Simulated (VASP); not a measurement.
Write the native input for VASP 6.6.1 that does the following.

* Task: single point
* Functional: PBE
* Potentials or basis: VASP PAW PBE potentials, release 64 (Eu, V_sv)
* Cutoff: 520 eV
* k mesh: 4 × 4 × 4
* Occupations: gaussian, width 0.1 eV
* Spin: collinear spin, antiferromagnetic start
* Starting moments: [-7.0, 7.0, 2.0, -2.0] μB
* Dipole correction: no
* Further INCAR settings: ALGO = Normal; EDIFF = 1e-06; NBANDS = 42

The structure of EuV lies in POSCAR:

```
EuV
1.0
    0.0000000000      3.6153533000      3.6153533000
    3.6153533000      0.0000000000      3.6153533000
    3.6153533000      3.6153533000      0.0000000000
Eu V
2 2
Direct
    0.0000000000      0.0000000000      0.0000000000
    0.2500000000      0.2500000000      0.2500000000
    0.5000000000      0.5000000000      0.5000000000
    0.7500000000      0.7500000000      0.7500000000
```

These files were run (other wordings do the same):

INCAR

```
SYSTEM = EuV
ALGO = Normal ; EDIFF = 1E-6
ENCUT = 520 ; GGA = PE
ISIF = 2 ; ISMEAR = 0
ISPIN = 2 ; LASPH = .TRUE.
LCHARG = .FALSE. ; LMAXMIX = 6
LORBIT = 11 ; LREAL = .FALSE.
LWAVE = .FALSE. ; MAGMOM = -7 7 2 -2
NBANDS = 42 ; NELM = 150
PREC = Accurate ; SIGMA = 0.1
```

KPOINTS

```
k-points
0
G
  4 4 4
  0 0 0
```

Potentials or basis: VASP PAW PBE potentials, release 64 (Eu, V_sv).

The run is started by

```sh
$ cat potpaw_PBE.64/Eu/POTCAR potpaw_PBE.64/V_sv/POTCAR > POTCAR
$ mpirun -np 1 vasp_std > vasp.out
```

Results of the run:

```yaml
Pressure: -0.2 GPa
Band_gap_on_the_k_mesh: zero (filled and empty bands overlap)
Net_moment: 0.00 μB per cell
Site_moments: Eu -6.55, +6.55; V +2.50, -2.50 μB
Valence_electrons_inside_the_program's_atomic_spheres: Eu 14.85; V 11.35
```

Caveat: the k points lie up to 0.38 Å⁻¹ apart; spin-orbit coupling is left out, which moves the levels of the heavy elements; without U or exact exchange the open f shell lies at the Fermi level, which spoils levels, moments and volumes.

Wall time 6.1 min on 1 thread of Intel(R) Xeon(R) Platinum 8259CL CPU @ 2.50GHz (Skylake/Cascade Lake), on a shared host, peak memory 0.32 GiB.
